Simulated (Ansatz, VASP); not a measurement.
## Two plane-wave programs on La2HfO2

The input INCAR:

```
PREC = Accurate
ENCUT = 600
EDIFF = 1E-7
ISMEAR = 0
SIGMA = 0.1
LREAL = F
LASPH = T
NELM = 60
ALGO = Normal
ISIF = 3
LWAVE = F
LCHARG = F
GGA = PE
IBRION = 2
NSW = 90
EDIFFG = -0.04
```

Contents of KPOINTS:

```
Automatic mesh
0
Gamma
  6 6 2
```

File POSCAR:

```
La2HfO2
1.0
    3.9242738900      0.0000000000      0.0000000000
   -1.9621369400      3.3985208800      0.0000000000
    0.0000000000      0.0000000000      8.3332706900
La Hf O
2 1 2
Direct
    0.0000000000      0.0000000000      0.6822395800
    0.0000000000      0.0000000000      0.3177604200
    0.0000000000      0.0000000000      0.0000000000
    0.3333333300      0.6666666700      0.5000000000
    0.6666666700      0.3333333300      0.5000000000
```

Input for Ansatz:

```yaml
crystal:
  lattice:
    - [3.92427389, 0.0, 0.0]
    - [-1.96213694, 3.39852088, 0.0]
    - [0.0, 0.0, 8.33327069]
  atoms:
    - { symbol: La, position: [0.0, 0.0, 0.68223958] }
    - { symbol: La, position: [0.0, 0.0, 0.31776042] }
    - { symbol: Hf, position: [0.0, 0.0, 0.0] }
    - { symbol: O, position: [0.33333333, 0.66666667, 0.5] }
    - { symbol: O, position: [0.66666667, 0.33333333, 0.5] }
basis:
  ecutwfc: 420
kpoints:
  mp_grid: { grid: [6, 6, 2] }
hamiltonian:
  xc: pbe
scf:
  occupations: { method: gaussian, width: 0.1 }
  lower_state_search: "off"
output:
  forces: true
  stress: true
  eigenvalues: true
relax:
  adjacent_minimum: "off"
  f_tol: 0.04
  max_steps: 70
  cell: { stress_tol: 0.4 }
```

Alike in both runs: task relaxation of cell and atoms; functional PBE; k mesh 6 × 6 × 2; occupations gaussian, width 0.1 eV; no spin polarisation.

|  | VASP | Ansatz |
| --- | --- | --- |
| version | VASP 6.6.1 | Ansatz 0.2.0 |
| potentials or method | VASP PAW PBE potentials, release 64 (La, Hf_pv, O), cutoff 600 eV | scalar-relativistic, plane waves, PAW |
| valence electrons in the cell | 44 | 60 |

```csv
,VASP,Ansatz,Ansatz less VASP
"gap on the k mesh at the Fermi level, each at its own relaxed structure (eV)",none,none,-
relaxed volume (Å³/atom),22.81,22.89,+0.082
relaxed length of the cell vector where the two differ most in proportion (Å),3.800,3.805,+0.0046
```

A gap of «none» marks a metal or a gap that the smearing closes. VASP's potentials hold 44 valence electrons a cell and Ansatz's 60, so a difference there can come from the potentials and not from the codes.

The k mesh is coarse, so the values compare programs but aren't converged. Neither program's run includes spin-orbit coupling.
